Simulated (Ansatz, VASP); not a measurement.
# One calculation of Cd, two programs

Contents of INCAR:

```
PREC = Accurate
ENCUT = 520
EDIFF = 1E-6
ISMEAR = -1
SIGMA = 0.08
LREAL = F
LASPH = T
NELM = 80
ALGO = Normal
ISIF = 2
LWAVE = F
LCHARG = T
GGA = PE
LELF = T
LVHAR = T
NBANDS = 25
```

The input KPOINTS:

```
regular mesh
0
Gamma
  7 7 10
```

Contents of POSCAR:

```
Cd
1.0
    5.1413878578      0.0000000000      0.0000000000
   -2.5706939289      4.4525724956      0.0000000000
    0.0000000000      0.0000000000      3.0991824661
Cd
3
Direct
    0.0000000000      0.0000000000      0.0000000000
    0.3333333333      0.6666666667      0.5000000000
    0.6666666667      0.3333333333      0.5000000000
```

Input for Ansatz:

```yaml
crystal:
  lattice:
    - [5.1413878578, 0.0, 0.0]
    - [-2.5706939289, 4.4525724956, 0.0]
    - [0.0, 0.0, 3.0991824661]
  atoms:
    - { symbol: Cd, position: [0.0, 0.0, 0.0] }
    - { symbol: Cd, position: [0.3333333333, 0.6666666667, 0.5] }
    - { symbol: Cd, position: [0.6666666667, 0.3333333333, 0.5] }
kpoints:
  mp_grid: { grid: [7, 7, 10] }
scf:
  occupations: { method: fermi_dirac, width: 0.08 }
hamiltonian:
  xc: pbe
  pseudopotentials: { kind: all_electron, datasets: crystal }
output:
  forces: true
  stress: true
  eigenvalues: true
```

Change from the starting cell: volume scaled by 1, crystal datasets.

Alike in both runs: task single point; functional PBE; k mesh 7 × 7 × 10; occupations fermi-dirac, width 0.08 eV; no spin polarisation.

```csv
,VASP,Ansatz
version,VASP 6.6.1,Ansatz 0.2.0
potentials or method,"VASP PAW PBE potentials, release 64 (Cd), cutoff 520 eV","all-electron PAW with datasets made for the crystal, scalar-relativistic"
```

VASP gave:

```
pressure (GPa) : 0.2
```

Task: Estimate Ansatz's values.

Result: Pressure (GPa): 0.0.

Ansatz ran all-electron here, and VASP with PAW potentials.
